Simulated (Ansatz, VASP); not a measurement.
**One calculation of HfO2, two programs**

File INCAR:

```
SYSTEM = HfO2
PREC = Accurate
ENCUT = 520
EDIFF = 1E-6
ISMEAR = 0
SIGMA = 0.05
LREAL = .False.
LASPH = .True.
NELM = 60
ALGO = Normal
ISIF = 2
LWAVE = .False.
LCHARG = .False.
GGA = PE
NBANDS = 18
```

Contents of KPOINTS:

```
Automatic mesh
0
Gamma
  8 8 8
  0 0 0
```

POSCAR

```
HfO2
1.0
    0.0000000000      2.5575000000      2.5575000000
    2.5575000000      0.0000000000      2.5575000000
    2.5575000000      2.5575000000      0.0000000000
Hf O
1 2
Direct
   -0.1173020528     -0.1173020528      0.0343569758
    0.2500000000      0.2500000000      0.2500000000
    0.7500000000      0.7500000000      0.7500000000
```

Input for Ansatz:

```yaml
crystal:
  lattice:
    - [0.0, 2.5575, 2.5575]
    - [2.5575, 0.0, 2.5575]
    - [2.5575, 2.5575, 0.0]
  atoms:
    - { symbol: Hf, position: [-0.1173020528, -0.1173020528, 0.0343569758] }
    - { symbol: O, position: [0.25, 0.25, 0.25] }
    - { symbol: O, position: [0.75, 0.75, 0.75] }
basis:
  ecutwfc: 420
kpoints:
  mp_grid: { grid: [8, 8, 8] }
hamiltonian:
  xc: pbe
scf:
  occupations: { method: gaussian, width: 0.05 }
output:
  forces: true
  stress: true
  eigenvalues: true
```

Alike in both runs: task single point; functional PBE; k mesh 8 × 8 × 8; occupations gaussian, width 0.05 eV; no spin polarisation.

|  | VASP | Ansatz |
| --- | --- | --- |
| version | VASP 6.6.1 | Ansatz 0.2.0 |
| potentials or method | VASP PAW PBE potentials, release 64 (Hf_pv, O), cutoff 520 eV | scalar-relativistic, plane waves, PAW |
| valence electrons in the cell | 22 | 38 |

```csv
,VASP,Ansatz,Ansatz less VASP
gap on the k mesh at the Fermi level (eV),3.29,3.32,+0.034
least direct gap on the mesh (eV),3.38,3.42,+0.032
rms of the force components (eV/Å),6.093,5.959,-0.1335
```

Atom by atom the forces differ by 0.154 eV/Å (rms over components). VASP's potentials hold 22 valence electrons a cell and Ansatz's 38, so a difference there can come from the potentials and not from the codes.

Spin-orbit coupling is off throughout.
